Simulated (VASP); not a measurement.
A run of VASP 6.6.1 is set up as follows.

File INCAR:

```
SYSTEM = Pt
ALGO = Normal
EDIFF = 1E-7
EDIFFG = -0.005
ENCUT = 600
GGA = PE
IBRION = 2
ISIF = 3
ISMEAR = 0
LASPH = .TRUE.
LCHARG = .FALSE.
LREAL = .FALSE.
LWAVE = .FALSE.
NELM = 80
NSW = 100
PREC = Accurate
SIGMA = 0.1
```

KPOINTS

```
k-points
0
G
  18 18 18
  0 0 0
```

The input POSCAR:

```
Pt
1.0
    0.0000000000      1.9836410156      1.9836410156
    1.9836410156      0.0000000000      1.9836410156
    1.9836410156      1.9836410156      0.0000000000
Pt
1
Direct
    0.0000000000      0.0000000000      0.0000000000
```

Potentials or basis: VASP PAW PBE potentials, release 64 (Pt).

Command:

```sh
$ cat potpaw_PBE.64/Pt/POTCAR > POTCAR
$ mpirun -np 1 vasp_std > vasp.out
```

Problem. What does it give for the relaxed volume?

Solution. 15.62 Å³/atom.

Problem. What does it give for the band gap on the k mesh?

Solution. Zero (band 5 reaches 11.06 eV, above the bottom of band 6 at 8.96 eV).

Problem. Estimate the space group after relaxing (to 0.05 Å).

Solution. Fm-3m (No. 225).

Problem. Estimate the relaxed cell.

Solution. a = 2.806 Å, b = 2.806 Å, c = 2.806 Å, α = 60.00°, β = 60.00°, γ = 60.00°.

Final structure:
```
CELL_PARAMETERS angstrom
0.00000 1.98393 1.98393
1.98393 0.00000 1.98393
1.98393 1.98393 0.00000
ATOMIC_POSITIONS crystal
Pt 0.00000 0.00000 0.00000
```

Caveat: spin-orbit coupling is left out, which moves the levels of the heavy elements.
